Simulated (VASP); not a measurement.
# Y (Fd-3m) in VASP: further runs

Y is run at these levels: PBEsol; tasks: single point.

All numbers are computed with VASP 6.6.1; they aren't measurements. Logs are shortened: lines on timing, memory, paths and dates and some standing lists are left out, and cuts for length are marked.

## Step 1: The cell of the first run

It takes space group Fd-3m (No. 227, cubic). Conventional cell: a = 6.786 Å, b = 6.786 Å, c = 6.786 Å, α = 90.00°, β = 90.00°, γ = 90.00°. Y (site symmetry -43m) has 4 Y at 2.94 Å within 3.9 Å.

This isn't the form of Y at room conditions, which is hcp.

## Step 2: Single point, PBEsol

INCAR reads:

```
SYSTEM = Y
PREC = Accurate
ENCUT = 500
EDIFF = 1E-6
ISMEAR = -1
SIGMA = 0.1
LREAL = .FALSE.
LASPH = .TRUE.
NELM = 120
ALGO = Normal
ISIF = 2
LWAVE = .FALSE.
LCHARG = .FALSE.
GGA = PS
NBANDS = 18
GGA_COMPAT = .FALSE.
```

KPOINTS reads:

```
regular mesh
0
G
  6 6 6
  0 0 0
```

POSCAR reads:

```
Y
1.0
    0.0000000000      3.3932154007      3.3932154007
    3.3932154007      0.0000000000      3.3932154007
    3.3932154007      3.3932154007      0.0000000000
Y
2
Direct
    0.0000000000      0.0000000000      0.0000000000
    0.2500000000      0.2500000000      0.2500000000
```

Potentials or basis: VASP PAW PBE potentials, release 64 (Y_sv).

Started as:

```sh
cat potpaw_PBE.64/Y_sv/POTCAR > POTCAR
mpirun -np 1 vasp_std > vasp.out
```

OUTCAR:

```text
SYSTEM = Y
   PREC = Accurate
   ENCUT = 500
   EDIFF = 1E-6
   ISMEAR = -1
   LREAL = .FALSE.
   LASPH = .TRUE.
   NELM = 120
   ISIF = 2
   GGA = PS

 ion  position               nearest neighbor table
   1  0.000  0.000  0.000-   2 2.94   2 2.94   2 2.94   2 2.94
   2  0.250  0.250  0.250-   1 2.94   1 2.94   1 2.94   1 2.94

  LATTYP: Found a face centered cubic cell.
 ALAT       =     6.7864308014

  Lattice vectors:

 A1 = (   0.0000000000,   3.3932154007,   3.3932154007)
 A2 = (   3.3932154007,   0.0000000000,   3.3932154007)
 A3 = (   3.3932154007,   3.3932154007,   0.0000000000)

Analysis of symmetry for initial positions (statically):
=====================================================================
 Subroutine PRICEL returns:
 Original cell was already a primitive cell.

 Routine SETGRP: Setting up the symmetry group for a
 face centered cubic supercell.

 Subroutine GETGRP returns: Found 48 space group operations
 (whereof 24 operations were pure point group operations)
 out of a pool of 48 trial point group operations.

The static configuration has the point symmetry T_d .
 The point group associated with its full space group is O_h .

Analysis of symmetry for dynamics (positions and initial velocities):
=====================================================================
 Subroutine PRICEL returns:
 Original cell was already a primitive cell.

 Routine SETGRP: Setting up the symmetry group for a
 face centered cubic supercell.

 Subroutine GETGRP returns: Found 48 space group operations
 (whereof 24 operations were pure point group operations)
 out of a pool of 48 trial point group operations.

The dynamic configuration has the point symmetry T_d .
 The point group associated with its full space group is O_h .

 Subroutine INISYM returns: Found 48 space group operations
 (whereof 24 operations are pure point group operations),
 and found     1 'primitive' translations

----------------------------------------------------------------------------------------

                                     Primitive cell

  volume of cell :      78.1384

  direct lattice vectors                    reciprocal lattice vectors
     0.000000000  3.393215401  3.393215401    -0.147352862  0.147352862  0.147352862
     3.393215401  0.000000000  3.393215401     0.147352862 -0.147352862  0.147352862
     3.393215401  3.393215401  0.000000000     0.147352862  0.147352862 -0.147352862

  length of vectors
     4.798731240  4.798731240  4.798731240     0.255222643  0.255222643  0.255222643

  position of ions in fractional coordinates (direct lattice)
     0.000000000  0.000000000  0.000000000
     0.250000000  0.250000000  0.250000000

  ion indices of the primitive-cell ions
   primitive index   ion index
                 1           1
                 2           2

----------------------------------------------------------------------------------------

 KPOINTS: regular mesh

Automatic generation of k-mesh.
 Grid dimensions read from file:
 generate k-points for:    6    6    6

 Generating k-lattice:

  Cartesian coordinates                     Fractional coordinates (reciprocal lattice)
    -0.024558810  0.024558810  0.024558810     0.166666667  0.000000000  0.000000000
     0.024558810 -0.024558810  0.024558810     0.000000000  0.166666667  0.000000000
     0.024558810  0.024558810 -0.024558810     0.000000000  0.000000000  0.166666667

  Length of vectors
     0.042537107  0.042537107  0.042537107

  Shift w.r.t. Gamma in fractional coordinates (k-lattice)
     0.000000000  0.000000000  0.000000000

 Subroutine IBZKPT returns following result:
 ===========================================

 Found     16 irreducible k-points:

 Following reciprocal coordinates:
            Coordinates               Weight
  0.000000  0.000000  0.000000      1.000000
  0.166667  0.000000  0.000000      8.000000
  0.333333  0.000000  0.000000      8.000000
  0.500000  0.000000  0.000000      4.000000
  0.166667  0.166667  0.000000      6.000000
  0.333333  0.166667  0.000000     24.000000
[... 8 lines left out ...]
 -0.333333  0.333333  0.166667     24.000000
 -0.333333  0.500000  0.166667     12.000000
   k-points           NKPTS =     16   k-points in BZ     NKDIM =     16   number of bands    NBANDS=     18
   number of dos      NEDOS =    301   number of ions     NIONS =      2
   total plane-waves  NPLWV =  46656
   dimension x,y,z NGX =    36 NGY =   36 NGZ =   36
   dimension x,y,z NGXF=    72 NGYF=   72 NGZF=   72
   ions per type =               2
   NGX,Y,Z   is equivalent  to a cutoff of  12.47, 12.47, 12.47 a.u.
   NGXF,Y,Z  is equivalent  to a cutoff of  24.94, 24.94, 24.94 a.u.
 SYSTEM =  Y
   PREC   = accura    normal or accurate (medium, high low for compatibility)
   ISTART =      0    job   : 0-new  1-cont  2-samecut
   ICHARG =      2    charge: 1-file 2-atom 10-const
   ISPIN  =      1    spin polarized calculation?
   LNONCOLLINEAR =      F non collinear calculations
   LSORBIT =      F    spin-orbit coupling
   LASPH  =      T    aspherical Exc in radial PAW
   ENCUT  =  500.0 eV  36.75 Ry    6.06 a.u.   8.75  8.75  8.75*2*pi/ulx,y,z
   NELM   =    120;   NELMIN=  2; NELMDL= -5     # of ELM steps
   EDIFF  = 0.1E-05   stopping-criterion for ELM
   LREAL  =      F    real-space projection
   EDIFFG = 0.1E-04   stopping-criterion for IOM
   NSW    =      0    number of steps for IOM
   IBRION =     -1    ionic relax: 0-MD 1-quasi-New 2-CG
   NFREE  =      0    steps in history (QN), initial steepest desc. (CG)
   ISIF   =      2    stress and relaxation
   ISYM   =      2    0-nonsym 1-usesym 2-fastsym
   POTIM  = 0.5000    time-step for ionic-motion
   TEBEG  =    0.0;   TEEND  =   0.0 temperature during run
   PSTRESS=    0.0 pullay stress
   NELECT =      22.0000    total number of electrons
   NUPDOWN=      -1.0000    fix difference up-down
   EMIN   =  10.00;   EMAX   =-10.00  energy-range for DOS
   EFERMI =   0.00;   METHOD = LEGACY
   ISMEAR =    -1;   SIGMA  =   0.10  broadening in eV -4-tet -1-fermi 0-gaus
   EFERMI_NEDOS =   21; number of points for ismear=-14 and -15
   IALGO  =     38    algorithm
   IMIX   =      4    mixing-type and parameters
     AMIX     =   0.40;   BMIX     =  1.00
     AMIX_MAG =   1.60;   BMIX_MAG =  1.00
  volume/ion in A,a.u.               =      39.07       263.65
  Fermi-wavevector in a.u.,A,eV,Ry     =   1.072987  2.027651 15.664391  1.151300
  Thomas-Fermi vector in A             =   2.208773
   LORBIT       =      0    0 simple, 1 ext, 2 COOP (PROOUT), +10 PAW based schemes
   GGA     = PS    functional components
   LHFCALC =     F    Hartree Fock is set to
   AEXX    =    0.0000 exact exchange contribution
   IVDW    =     0    specifies the selected vdW correction
   LEPSILON=     F    determine dielectric tensor
   LRPA    =     F    only Hartree local field effects (RPA)
 non-spin polarized calculation
  energy-cutoff  :      500.00
  volume of cell :       78.14
 maximum number of plane-waves:      2012
   NGX = 17   NGY = 17   NGZ = 17

 number of electron      22.0000001 magnetization

 Free energy of the ion-electron system (eV)
  ---------------------------------------------------
  ext. energy  EPLUGINS =         0.00000000
  ---------------------------------------------------
  free energy    TOTEN  =        -9.70245643 eV

  energy without entropy =       -9.59378371  energy(sigma->0) =       -9.64812007

 E-fermi :   1.6750     XC(G=0):  -8.6789

 val. band max:        1.6377287480   @ k =   0.3333   0.3333   0.0000
 cond. band min:       1.7455157329   @ k =   0.5000   0.1667   0.0000
 fundamental gap:      0.1077869849
 Fermi energy:         1.6750368782

 k-point     1 :       0.0000    0.0000    0.0000
  band No.  band energies     occupation
      1     -41.4274      2.00000
      2     -41.0162      2.00000
      3     -21.7029      2.00000
      4     -21.7029      2.00000
      5     -21.7029      2.00000
      6     -20.9075      2.00000
[... 10 lines left out ...]
     17       3.9233      0.00000
     18       7.2828      0.00000

 k-point     2 :       0.1667    0.0000    0.0000
  band No.  band energies     occupation
      1     -41.4076      2.00000
      2     -41.0370      2.00000
      3     -21.7285      2.00000
      4     -21.7285      2.00000
      5     -21.7032      2.00000
      6     -20.9102      2.00000
[... 10 lines left out ...]
     17       3.9010      0.00000
     18       7.1698      0.00000

 k-point     3 :       0.3333    0.0000    0.0000
  band No.  band energies     occupation
      1     -41.3591      2.00000
      2     -41.0873      2.00000
      3     -21.7751      2.00000
      4     -21.7751      2.00000
      5     -21.7059      2.00000
      6     -20.9129      2.00000
[... 10 lines left out ...]
     17       4.3523      0.00000
     18       6.7646      0.00000

 k-point     4 :       0.5000    0.0000    0.0000
  band No.  band energies     occupation
      1     -41.3264      2.00000
      2     -41.1209      2.00000
      3     -21.7966      2.00000
      4     -21.7966      2.00000
      5     -21.7085      2.00000
      6     -20.9129      2.00000
[... 10 lines left out ...]
     17       4.9241      0.00000
     18       6.2502      0.00000

 k-point     5 :       0.1667    0.1667    0.0000
  band No.  band energies     occupation
      1     -41.4005      2.00000
      2     -41.0444      2.00000
      3     -21.7580      2.00000
      4     -21.7580      2.00000
      5     -21.6516      2.00000
      6     -20.9656      2.00000
[... 10 lines left out ...]
     17       3.9417      0.00000
     18       6.6817      0.00000

 k-point     6 :       0.3333    0.1667    0.0000
  band No.  band energies     occupation
      1     -41.3591      2.00000
      2     -41.0872      2.00000
      3     -21.8138      2.00000
      4     -21.8042      2.00000
      5     -21.6094      2.00000
      6     -21.0110      2.00000
[... 10 lines left out ...]
     17       4.3283      0.00000
     18       6.1145      0.00000

 k-point     7 :       0.5000    0.1667    0.0000
  band No.  band energies     occupation
      1     -41.3128      2.00000
      2     -41.1348      2.00000
      3     -21.8632      2.00000
      4     -21.8221      2.00000
      5     -21.5881      2.00000
      6     -21.0305      2.00000
[... 10 lines left out ...]
     17       4.7181      0.00000
     18       6.1315      0.00000

 k-point     8 :      -0.3333    0.1667    0.0000
  band No.  band energies     occupation
      1     -41.3264      2.00000
      2     -41.1209      2.00000
      3     -21.8632      2.00000
      4     -21.7968      2.00000
      5     -21.6081      2.00000
      6     -21.0086      2.00000
[... 10 lines left out ...]
     17       4.7383      0.00000
     18       5.5769      0.00000

 k-point     9 :      -0.1667    0.1667    0.0000
  band No.  band energies     occupation
      1     -41.3771      2.00000
      2     -41.0687      2.00000
      3     -21.8053      2.00000
      4     -21.7497      2.00000
      5     -21.6594      2.00000
      6     -20.9560      2.00000
[... 10 lines left out ...]
     17       4.0384      0.00000
     18       6.4052      0.00000

 k-point    10 :       0.3333    0.3333    0.0000
  band No.  band energies     occupation
      1     -41.3264      2.00000
      2     -41.1209      2.00000
      3     -21.8509      2.00000
      4     -21.8509      2.00000
      5     -21.5116      2.00000
      6     -21.1187      2.00000
[... 10 lines left out ...]
     17       4.4462      0.00000
     18       5.3107      0.00000

 k-point    11 :       0.5000    0.3333    0.0000
  band No.  band energies     occupation
      1     -41.2755      2.00000
      2     -41.1727      2.00000
      3     -21.8934      2.00000
      4     -21.8694      2.00000
      5     -21.4329      2.00000
      6     -21.1955      2.00000
[... 10 lines left out ...]
     17       4.5299      0.00000
     18       5.6765      0.00000

 k-point    12 :      -0.3333    0.3333    0.0000
  band No.  band energies     occupation
      1     -41.2755      2.00000
      2     -41.1728      2.00000
      3     -21.9114      2.00000
      4     -21.8441      2.00000
      5     -21.4716      2.00000
      6     -21.1485      2.00000
[... 10 lines left out ...]
     17       4.3936      0.00000
     18       5.4577      0.00000

 k-point    13 :       0.5000    0.5000    0.0000
  band No.  band energies     occupation
      1     -41.2243      2.00000
      2     -41.2243      2.00000
      3     -21.8916      2.00000
      4     -21.8916      2.00000
      5     -21.3182      2.00000
      6     -21.3182      2.00000
[... 10 lines left out ...]
     17       5.3115      0.00000
     18       5.3115      0.00000

 k-point    14 :       0.5000    0.3333    0.1667
  band No.  band energies     occupation
      1     -41.3128      2.00000
      2     -41.1348      2.00000
      3     -21.8786      2.00000
      4     -21.8346      2.00000
      5     -21.5231      2.00000
      6     -21.0982      2.00000
[... 10 lines left out ...]
     17       4.6983      0.00000
     18       5.2857      0.00000

 k-point    15 :      -0.3333    0.3333    0.1667
  band No.  band energies     occupation
      1     -41.2755      2.00000
      2     -41.1728      2.00000
      3     -21.9027      2.00000
      4     -21.8560      2.00000
      5     -21.4643      2.00000
      6     -21.1552      2.00000
[... 10 lines left out ...]
     17       4.6831      0.00000
     18       5.8813      0.00000

 k-point    16 :      -0.3333    0.5000    0.1667
  band No.  band energies     occupation
      1     -41.2243      2.00000
      2     -41.2243      2.00000
      3     -21.8947      2.00000
      4     -21.8947      2.00000
      5     -21.3124      2.00000
      6     -21.3124      2.00000
[... 10 lines left out ...]
     17       5.6574      0.00000
     18       5.6574      0.00000

------------------------ aborting loop because EDIFF is reached ----------------------------------------

  FORCE on cell =-STRESS in cart. coord.  units (eV):
  Direction    XX          YY          ZZ          XY          YZ          ZX
  --------------------------------------------------------------------------------------
  -------------------------------------------------------------------------------------
  Total        0.0025092      0.0025092      0.0025092     -0.0000000      0.0000000     -0.0000000
  in kB        0.0514498      0.0514498      0.0514498     -0.0000000      0.0000000     -0.0000000
  external PRESSURE =       0.0514498 kB  Pullay stress =       0.0000000 kB

 VOLUME and BASIS-vectors are now :
 -----------------------------------------------------------------------------
  energy-cutoff  :      500.00
  volume of cell :       78.14
      direct lattice vectors                 reciprocal lattice vectors
     0.000000000  3.393215401  3.393215401    -0.147352862  0.147352862  0.147352862
     3.393215401  0.000000000  3.393215401     0.147352862 -0.147352862  0.147352862
     3.393215401  3.393215401  0.000000000     0.147352862  0.147352862 -0.147352862

 POSITION                                       TOTAL-FORCE (eV/Angst)
 -----------------------------------------------------------------------------------
      0.00000      0.00000      0.00000        -0.000000     -0.000000     -0.000000
      1.69661      1.69661      1.69661         0.000000      0.000000      0.000000
 -----------------------------------------------------------------------------------
    total drift:                                0.000000      0.000000      0.000000

  FREE ENERGIE OF THE ION-ELECTRON SYSTEM (eV)
  ---------------------------------------------------
  free  energy   TOTEN  =        -9.7024564329 eV

  energy  without entropy=       -9.5937837101  energy(sigma->0) =       -9.64812007
```

Run time: 22 s. Hardware: 1 thread of Intel Xeon Platinum 8259CL at 2.50GHz (Skylake/Cascade Lake), shared host; peak memory 0.21 GiB.

Results:

| Item | Value |
| --- | --- |
| Free energy | -9.7025 eV |
| Pressure | 0.0 GPa |
| Band gap on the k mesh | zero (bands 11 and 12 overlap by 0.47 eV) |

Caveat: the PAW data sets were made with another functional, which shifts forces and pressure a little.

## Step 3: Single point, PBEsol

This run uses another cell than the first one, of 38.48 Å³/atom.

INCAR reads:

```
  PREC = Accurate
  ENCUT = 500
  EDIFF = 1E-6
  ISMEAR = -1
  SIGMA = 0.1
  LREAL = False
  LASPH = True
  NELM = 120
  ALGO = Normal
  ISIF = 2
  LWAVE = False
  LCHARG = False
  GGA = PS
  NBANDS = 18
  GGA_COMPAT = False
```

KPOINTS reads:

```
Automatic mesh
0
Gamma
  6 6 6
```

POSCAR reads:

```
Y
1.0
    0.0000000000      3.3761637793      3.3761637793
    3.3761637793      0.0000000000      3.3761637793
    3.3761637793      3.3761637793      0.0000000000
Y
2
Direct
    0.0000000000      0.0000000000      0.0000000000
    0.2500000000      0.2500000000      0.2500000000
```

Potentials or basis: VASP PAW PBE potentials, release 64 (Y_sv).

Started as:

```sh
cat potpaw_PBE.64/Y_sv/POTCAR > POTCAR
mpirun -np 1 vasp_std > vasp.out
```

It took 23 s on 1 thread of Intel Xeon Platinum 8259CL at 2.50GHz (Skylake/Cascade Lake), shared host; peak memory 0.21 GiB.

Results (log left out):

```
Free energy            : -9.7016 eV
Pressure               : 0.2 GPa
Band gap on the k mesh : zero (bands 11 and 12 overlap by 0.47 eV)
```

Levels at points of the mesh, in eV from the Fermi level:
```csv
k point,band 7,band 8,band 9,band 10,band 11,band 12,band 13,band 14,band 15,band 16
"(0.00, 0.00, 0.00)",-22.55,-22.55,-3.76,-0.14,-0.14,0.56,0.56,0.56,2.28,2.28
"(0.50, 0.00, 0.00)",-22.44,-22.44,-1.59,-0.73,-0.13,-0.13,0.54,0.54,0.85,3.30
"(0.50, 0.50, 0.00)",-22.34,-22.34,-1.18,-1.18,0.21,0.21,0.63,0.63,2.17,2.17
```

Caveat: the PAW data sets were made with another functional, which shifts forces and pressure a little.
